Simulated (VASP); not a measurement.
# Zr (P6_3/mmc) in VASP: further runs

Runs on Zr. Level: PBE. Tasks: single point.

Program: VASP 6.6.1. These are calculated values, not measurements. Logs are shortened: lines on timing, memory, paths and dates and some standing lists are left out, and cuts for length are marked.

**1. The cell of the first run**

It takes space group P6_3/mmc (No. 194, hexagonal). Conventional cell: a = 3.135 Å, b = 3.135 Å, c = 5.263 Å, α = 90.00°, β = 90.00°, γ = 120.00°. Within 4.1 Å of Zr (site symmetry -6m2) lie 12 Zr at 3.13 to 3.19 Å.

**2. Single point, PBE (biaxial strain in the a-b plane: -3.0 %)**

The input, INCAR:

```
SYSTEM = Zr
PREC     = Accurate       ! precision mode
ENCUT    = 520            ! plane-wave cutoff, eV
EDIFF    = 1E-6           ! SCF threshold, eV
ISMEAR   = 0              ! smearing method
SIGMA    = 0.1            ! smearing width, eV
LREAL    = .FALSE.        ! projectors in reciprocal space
LASPH    = .TRUE.         ! aspherical terms in the spheres
NELM     = 80             ! most SCF steps
ALGO     = Normal         ! electronic algorithm
ISIF     = 2              ! what is computed and relaxed
LWAVE    = .FALSE.        ! write WAVECAR
LCHARG   = .FALSE.        ! write CHGCAR
GGA      = PE             ! functional
NBANDS   = 19             ! bands
```

The input, KPOINTS:

```
Automatic mesh
0
G
  15 15 8
  0 0 0
```

The input, POSCAR:

```
Zr
1.0
    3.1349341458      0.0000000000      0.0000000000
   -1.5674670729      2.7149326094      0.0000000000
    0.0000000000      0.0000000000      5.2631423009
Zr
2
Direct
    0.3333333333      0.6666666667      0.2500000000
    0.6666666667      0.3333333333      0.7500000000
```

Potentials or basis: VASP PAW PBE potentials, release 64 (Zr_sv).

Run with:

```sh
$ cat potpaw_PBE.64/Zr_sv/POTCAR > POTCAR
$ mpirun -np 1 vasp_std > vasp.out
```

OUTCAR:

```text
SYSTEM = Zr
   PREC = Accurate
   ENCUT = 520
   EDIFF = 1E-6
   ISMEAR = 0
   LREAL = .FALSE.
   LASPH = .TRUE.
   NELM = 80
   ISIF = 2
   GGA = PE

 ion  position               nearest neighbor table
   1  0.333  0.667  0.250-   2 3.19   2 3.19   2 3.19   2 3.19   2 3.19   2 3.19
   2  0.667  0.333  0.750-   1 3.19   1 3.19   1 3.19   1 3.19   1 3.19   1 3.19

  LATTYP: Found a hexagonal cell.
 ALAT       =     3.1349341458
 C/A-ratio  =     1.6788685363

  Lattice vectors:

 A1 = (   3.1349341458,   0.0000000000,   0.0000000000)
 A2 = (  -1.5674670729,   2.7149326094,   0.0000000000)
 A3 = (   0.0000000000,   0.0000000000,   5.2631423009)

Analysis of symmetry for initial positions (statically):
=====================================================================
 Subroutine PRICEL returns:
 Original cell was already a primitive cell.

 Routine SETGRP: Setting up the symmetry group for a
 hexagonal supercell.

 Subroutine GETGRP returns: Found 24 space group operations
 (whereof 12 operations were pure point group operations)
 out of a pool of 24 trial point group operations.

The static configuration has the point symmetry D_3d.
 The point group associated with its full space group is D_6h.

Analysis of symmetry for dynamics (positions and initial velocities):
=====================================================================
 Subroutine PRICEL returns:
 Original cell was already a primitive cell.

 Routine SETGRP: Setting up the symmetry group for a
 hexagonal supercell.

 Subroutine GETGRP returns: Found 24 space group operations
 (whereof 12 operations were pure point group operations)
 out of a pool of 24 trial point group operations.

The dynamic configuration has the point symmetry D_3d.
 The point group associated with its full space group is D_6h.

 Subroutine INISYM returns: Found 24 space group operations
 (whereof 12 operations are pure point group operations),
 and found     1 'primitive' translations

----------------------------------------------------------------------------------------

                                     Primitive cell

  volume of cell :      44.7953

  direct lattice vectors                    reciprocal lattice vectors
     3.134934146  0.000000000  0.000000000     0.318985967  0.184166634  0.000000000
    -1.567467073  2.714932609  0.000000000     0.000000000  0.368333268  0.000000000
     0.000000000  0.000000000  5.263142301     0.000000000  0.000000000  0.190000563

  length of vectors
     3.134934146  3.134934146  5.263142301     0.368333268  0.368333268  0.190000563

  position of ions in fractional coordinates (direct lattice)
     0.333333333  0.666666667  0.250000000
     0.666666667  0.333333333  0.750000000

  ion indices of the primitive-cell ions
   primitive index   ion index
                 1           1
                 2           2

----------------------------------------------------------------------------------------

 KPOINTS: Automatic mesh

Automatic generation of k-mesh.
 Grid dimensions read from file:
 generate k-points for:   15   15    8

 Generating k-lattice:

  Cartesian coordinates                     Fractional coordinates (reciprocal lattice)
     0.021265731  0.012277776  0.000000000     0.066666667  0.000000000  0.000000000
     0.000000000  0.024555551  0.000000000     0.000000000  0.066666667  0.000000000
     0.000000000  0.000000000  0.023750070     0.000000000  0.000000000  0.125000000

  Length of vectors
     0.024555551  0.024555551  0.023750070

  Shift w.r.t. Gamma in fractional coordinates (k-lattice)
     0.000000000  0.000000000  0.000000000

 Subroutine IBZKPT returns following result:
 ===========================================

 Found    135 irreducible k-points:

 Following reciprocal coordinates:
            Coordinates               Weight
  0.000000  0.000000  0.000000      1.000000
  0.066667 -0.000000  0.000000      6.000000
  0.133333 -0.000000  0.000000      6.000000
  0.200000  0.000000  0.000000      6.000000
  0.266667 -0.000000  0.000000      6.000000
  0.333333 -0.000000  0.000000      6.000000
[... 16 lines left out ...]
  0.333333  0.200000  0.000000     12.000000
  0.400000  0.200000  0.000000      6.000000
 [... further k-points ...]
   k-points           NKPTS =    135   k-points in BZ     NKDIM =    135   number of bands    NBANDS=     19
   number of dos      NEDOS =    301   number of ions     NIONS =      2
   total plane-waves  NPLWV =  23040
   dimension x,y,z NGX =    24 NGY =   24 NGZ =   40
   dimension x,y,z NGXF=    48 NGYF=   48 NGZF=   80
   ions per type =               2
   NGX,Y,Z   is equivalent  to a cutoff of  12.73, 12.73, 12.63 a.u.
   NGXF,Y,Z  is equivalent  to a cutoff of  25.45, 25.45, 25.27 a.u.
 SYSTEM =  Zr
   PREC   = accura    normal or accurate (medium, high low for compatibility)
   ISTART =      0    job   : 0-new  1-cont  2-samecut
   ICHARG =      2    charge: 1-file 2-atom 10-const
   ISPIN  =      1    spin polarized calculation?
   LNONCOLLINEAR =      F non collinear calculations
   LSORBIT =      F    spin-orbit coupling
   LASPH  =      T    aspherical Exc in radial PAW
   ENCUT  =  520.0 eV  38.22 Ry    6.18 a.u.   5.83  5.83  9.79*2*pi/ulx,y,z
   NELM   =     80;   NELMIN=  2; NELMDL= -5     # of ELM steps
   EDIFF  = 0.1E-05   stopping-criterion for ELM
   LREAL  =      F    real-space projection
   EDIFFG = 0.1E-04   stopping-criterion for IOM
   NSW    =      0    number of steps for IOM
   IBRION =     -1    ionic relax: 0-MD 1-quasi-New 2-CG
   NFREE  =      0    steps in history (QN), initial steepest desc. (CG)
   ISIF   =      2    stress and relaxation
   ISYM   =      2    0-nonsym 1-usesym 2-fastsym
   POTIM  = 0.5000    time-step for ionic-motion
   TEBEG  =    0.0;   TEEND  =   0.0 temperature during run
   PSTRESS=    0.0 pullay stress
   NELECT =      24.0000    total number of electrons
   NUPDOWN=      -1.0000    fix difference up-down
   EMIN   =  10.00;   EMAX   =-10.00  energy-range for DOS
   EFERMI =   0.00;   METHOD = LEGACY
   ISMEAR =     0;   SIGMA  =   0.10  broadening in eV -4-tet -1-fermi 0-gaus
   EFERMI_NEDOS =   21; number of points for ismear=-14 and -15
   IALGO  =     38    algorithm
   IMIX   =      4    mixing-type and parameters
     AMIX     =   0.40;   BMIX     =  1.00
     AMIX_MAG =   1.60;   BMIX_MAG =  1.00
  volume/ion in A,a.u.               =      22.40       151.15
  Fermi-wavevector in a.u.,A,eV,Ry     =   1.329641  2.512657 24.054353  1.767945
  Thomas-Fermi vector in A             =   2.458788
   LORBIT       =      0    0 simple, 1 ext, 2 COOP (PROOUT), +10 PAW based schemes
   GGA     = PE    functional components
   LHFCALC =     F    Hartree Fock is set to
   AEXX    =    0.0000 exact exchange contribution
   IVDW    =     0    specifies the selected vdW correction
   LEPSILON=     F    determine dielectric tensor
   LRPA    =     F    only Hartree local field effects (RPA)
 non-spin polarized calculation
 Gauss-broadening in eV      SIGMA  =   0.10
  energy-cutoff  :      520.00
  volume of cell :       44.80
 maximum number of plane-waves:      1225
 NGX is ok and might be reduce to    24
   NGX = 11   NGY = 11   NGZ = 19

 number of electron      24.0000000 magnetization

 Free energy of the ion-electron system (eV)
  ---------------------------------------------------
  ext. energy  EPLUGINS =         0.00000000
  ---------------------------------------------------
  free energy    TOTEN  =       -17.00312313 eV

  energy without entropy =      -16.99231814  energy(sigma->0) =      -16.99772063

 E-fermi :   9.4140     XC(G=0): -11.2568

 val. band max:        9.4128838272   @ k =   0.4667   0.0667   0.0000
 cond. band min:       9.4178151740   @ k =   0.0000   0.0000   0.3750
 fundamental gap:      0.0049313468
 Fermi energy:         9.4140132084

 k-point     1 :       0.0000    0.0000    0.0000
  band No.  band energies     occupation
      1     -39.3144      2.00000
      2     -39.1667      2.00000
      3     -17.8460      2.00000
      4     -16.8645      2.00000
      5     -16.8645      2.00000
      6     -16.8257      2.00000
[... 11 lines left out ...]
     18      12.0376      0.00000
     19      14.1310      0.00000

 k-point     2 :       0.0667   -0.0000    0.0000
  band No.  band energies     occupation
      1     -39.3078      2.00000
      2     -39.1630      2.00000
      3     -17.8306      2.00000
      4     -16.9052      2.00000
      5     -16.8766      2.00000
      6     -16.8300      2.00000
[... 11 lines left out ...]
     18      11.9157      0.00000
     19      14.2082      0.00000

 k-point     3 :       0.1333   -0.0000    0.0000
  band No.  band energies     occupation
      1     -39.2890      2.00000
      2     -39.1524      2.00000
      3     -17.7859      2.00000
      4     -17.0198      2.00000
      5     -16.9099      2.00000
      6     -16.9022      2.00000
[... 11 lines left out ...]
     18      11.6185      0.00000
     19      14.3769      0.00000

 k-point     4 :       0.2000    0.0000    0.0000
  band No.  band energies     occupation
      1     -39.2606      2.00000
      2     -39.1374      2.00000
      3     -17.7162      2.00000
      4     -17.1875      2.00000
      5     -17.0669      2.00000
      6     -16.9573      2.00000
[... 11 lines left out ...]
     18      12.0548      0.00000
     19      14.5437      0.00000

 k-point     5 :       0.2667   -0.0000    0.0000
  band No.  band energies     occupation
      1     -39.2267      2.00000
      2     -39.1211      2.00000
      3     -17.6282      2.00000
      4     -17.3781      2.00000
      5     -17.2485      2.00000
      6     -17.0099      2.00000
[... 11 lines left out ...]
     18      12.8030      0.00000
     19      14.6643      0.00000
[... 334 lines left out ...]
      2     -39.1039      2.00000
      3     -17.5068      2.00000
      4     -17.4731      2.00000
      5     -17.4502      2.00000
      6     -17.1075      2.00000
[... 11 lines left out ...]
     18      14.2986      0.00000
     19      14.4779      0.00000

 k-point    22 :       0.2667    0.2000    0.0000
  band No.  band energies     occupation
      1     -39.1557      2.00000
      2     -39.0963      2.00000
      3     -17.5815      2.00000
      4     -17.5030      2.00000
      5     -17.4168      2.00000
      6     -17.1948      2.00000
[... 11 lines left out ...]
     18      14.2018      0.00000
     19      15.4685      0.00000

 k-point    23 :       0.3333    0.2000    0.0000
  band No.  band energies     occupation
      1     -39.1337      2.00000
      2     -39.0939      2.00000
      3     -17.6546      2.00000
      4     -17.5232      2.00000
      5     -17.3359      2.00000
      6     -17.2708      2.00000
[... 11 lines left out ...]
     18      14.3574      0.00000
     19      16.2416      0.00000

 k-point    24 :       0.4000    0.2000    0.0000
  band No.  band energies     occupation
      1     -39.1244      2.00000
      2     -39.0946      2.00000
      3     -17.6801      2.00000
      4     -17.5260      2.00000
      5     -17.3024      2.00000
      6     -17.2970      2.00000
[... 11 lines left out ...]
     18      14.2806      0.00000
     19      16.4705      0.00000

 [... further k-points ...]
[... 5 lines left out ...]
  --------------------------------------------------------------------------------------
  -------------------------------------------------------------------------------------
  Total        1.4578394      1.4578394      0.4257408      0.0000000     -0.0000000      0.0000000
  in kB       52.1419995     52.1419995     15.2273139      0.0000000     -0.0000000      0.0000000
  external PRESSURE =      39.8371043 kB  Pullay stress =       0.0000000 kB

 VOLUME and BASIS-vectors are now :
 -----------------------------------------------------------------------------
  energy-cutoff  :      520.00
  volume of cell :       44.80
      direct lattice vectors                 reciprocal lattice vectors
     3.134934146  0.000000000  0.000000000     0.318985967  0.184166634  0.000000000
    -1.567467073  2.714932609  0.000000000     0.000000000  0.368333268  0.000000000
     0.000000000  0.000000000  5.263142301     0.000000000  0.000000000  0.190000563

 POSITION                                       TOTAL-FORCE (eV/Angst)
 -----------------------------------------------------------------------------------
     -0.00000      1.80996      1.31579         0.000000      0.000000      0.000000
      1.56747      0.90498      3.94736        -0.000000     -0.000000      0.000000
 -----------------------------------------------------------------------------------
    total drift:                               -0.000000      0.000000     -0.000000

  FREE ENERGIE OF THE ION-ELECTRON SYSTEM (eV)
  ---------------------------------------------------
  free  energy   TOTEN  =       -17.0031231301 eV

  energy  without entropy=      -16.9923181397  energy(sigma->0) =      -16.99772063
```

Wall time 57 s (1 thread of Intel Xeon Platinum 8259CL at 2.50GHz (Skylake/Cascade Lake), shared host); peak memory 0.22 GiB.

Results:

```yaml
Free_energy: -17.0031 eV
Pressure: 4.0 GPa
Band_gap_on_the_k_mesh: zero (band 12 reaches 10.33 eV, above the bottom of band 13 at 9.01 eV)
```

Caveat: the cell differs from its parent crystal (biaxial strain in the a-b plane: -3.0 %).

**3. Single point, PBE (biaxial strain in the a-b plane: -3.0 %, then relaxed in part)**

The input, INCAR:

```
SYSTEM = Zr
PREC = Accurate
ENCUT = 520
EDIFF = 1E-7
ISMEAR = 0
SIGMA = 0.1
LREAL = .FALSE.
LASPH = .TRUE.
NELM = 100
ALGO = Normal
ISIF = 2
LWAVE = .FALSE.
LCHARG = .FALSE.
GGA = PE
NBANDS = 19
```

The input, KPOINTS:

```
regular mesh
0
G
  15 15 8
  0 0 0
```

Changes to POSCAR since step 2:

```diff
@@ -4,3 +4,3 @@
    -1.5674670729      2.7149326094      0.0000000000
-    0.0000000000      0.0000000000      5.2631423009
+    0.0000000000      0.0000000000      5.3153528366
 Zr
```

Potentials or basis: VASP PAW PBE potentials, release 64 (Zr_sv).

Run with:

```sh
$ cat potpaw_PBE.64/Zr_sv/POTCAR > POTCAR
$ mpirun -np 1 vasp_std > vasp.out
```

Run time: 62 s. Hardware: 1 thread of Intel Xeon Platinum 8259CL at 2.50GHz (Skylake/Cascade Lake), shared host; peak memory 0.22 GiB.

The run converged. Its results:

| Property | Result |
| --- | --- |
| Free energy | -17.0054 eV |
| Pressure | 2.9 GPa |
| Band gap on the k mesh | zero (band 12 reaches 10.11 eV, above the bottom of band 13 at 8.92 eV) |

Stress tensor (GPa, compression positive):
```
4.38 0.00 0.00
0.00 4.38 0.00
0.00 0.00 0.00
```

Levels at points of the mesh, in eV from the Fermi level:
```csv
k point,band 9,band 10,band 11,band 12,band 13,band 14,band 15,band 16
"(0.00, 0.00, 0.00)",-5.68,-3.11,0.51,0.82,1.00,1.00,1.58,1.58
"(0.00, 0.00, 0.50)",-4.07,-4.07,-0.21,-0.21,1.00,1.00,1.00,1.00
```

Caveat: the cell differs from its parent crystal (biaxial strain in the a-b plane: -3.0 %, then relaxed in part).

**4. Single point, PBE (biaxial strain in the a-b plane: -1.5 %)**

The input, INCAR:

```
PREC = Accurate
ENCUT = 520
EDIFF = 1E-7
ISMEAR = 0
SIGMA = 0.1
LREAL = F
LASPH = T
NELM = 100
ALGO = Normal
ISIF = 2
LWAVE = F
LCHARG = T
GGA = PE
LELF = T
LVHAR = T
NBANDS = 19
```

The input, KPOINTS:

```
Automatic mesh
0
Gamma
  15 15 8
```

The input, POSCAR:

```
Zr
1.0
    3.1834125089      0.0000000000      0.0000000000
   -1.5917062544      2.7569161034      0.0000000000
    0.0000000000      0.0000000000      5.2166115733
Zr
2
Direct
    0.3333333333      0.6666666667      0.2500000000
    0.6666666667      0.3333333333      0.7500000000
```

Run with:

```sh
$ cat potpaw_PBE.64/Zr_sv/POTCAR > POTCAR
$ mpirun -np 1 vasp_std > vasp.out
```

Run time: 90 s. Hardware: 1 thread of Intel Xeon Platinum 8259CL at 2.50GHz (Skylake/Cascade Lake), shared host; peak memory 0.22 GiB.

Results (log left out):

```yaml
Free_energy: -17.0349 eV
Pressure: 1.9 GPa
Band_gap_on_the_k_mesh: zero (band 12 reaches 10.10 eV, above the bottom of band 13 at 8.82 eV)
```

Stress tensor (GPa, compression positive):
```
2.61 0.00 0.00
0.00 2.61 0.00
0.00 0.00 0.58
```

Levels at points of the mesh, in eV from the Fermi level:
```csv
k point,band 10,band 11,band 12,band 13,band 14,band 15
"(0.00, 0.00, 0.00)",-3.09,0.77,0.91,0.91,1.00,1.56
"(0.00, 0.00, 0.50)",-4.02,-0.09,-0.09,0.86,0.86,0.86
```

Caveat: the cell differs from its parent crystal (biaxial strain in the a-b plane: -1.5 %).

**5. Single point, PBE (biaxial strain in the a-b plane: -1.5 %, then relaxed in part)**

The input, INCAR:

```
SYSTEM = Zr
ALGO = Fast
EDIFF = 1E-6
ENCUT = 520
GGA = PE
ISIF = 2
ISMEAR = 0
LASPH = .TRUE.
LCHARG = .FALSE.
LREAL = .FALSE.
LWAVE = .FALSE.
NBANDS = 19
NELM = 80
PREC = Accurate
SIGMA = 0.1
```

The input, KPOINTS:

```
k-points
0
G
  15 15 8
  0 0 0
```

Changes to POSCAR since step 4:

```diff
@@ -4,3 +4,3 @@
    -1.5917062544      2.7569161034      0.0000000000
-    0.0000000000      0.0000000000      5.2166115733
+    0.0000000000      0.0000000000      5.2351194837
 Zr
```

Run with:

```sh
$ cat potpaw_PBE.64/Zr_sv/POTCAR > POTCAR
$ mpirun -np 1 vasp_std > vasp.out
```

It took 2.9 min on 1 thread of Intel Xeon Platinum 8259CL at 2.50GHz (Skylake/Cascade Lake), shared host; peak memory 0.22 GiB.

It converged, with:

| Item | Value |
| --- | --- |
| Free energy | -17.0353 eV |
| Pressure | 1.6 GPa |
| Band gap on the k mesh | zero (band 12 reaches 10.06 eV, above the bottom of band 13 at 8.77 eV) |

Stress tensor (GPa, compression positive):
```
2.35 0.00 0.00
0.00 2.35 0.00
0.00 0.00 0.01
```

Levels at points of the mesh, in eV from the Fermi level:
```csv
k point,band 10,band 11,band 12,band 13,band 14,band 15
"(0.00, 0.00, 0.00)",-3.08,0.75,0.92,0.92,0.97,1.55
"(0.00, 0.00, 0.50)",-4.03,-0.10,-0.10,0.88,0.88,0.88
```

Caveat: the cell differs from its parent crystal (biaxial strain in the a-b plane: -1.5 %, then relaxed in part).

[end of part 1 of 2]
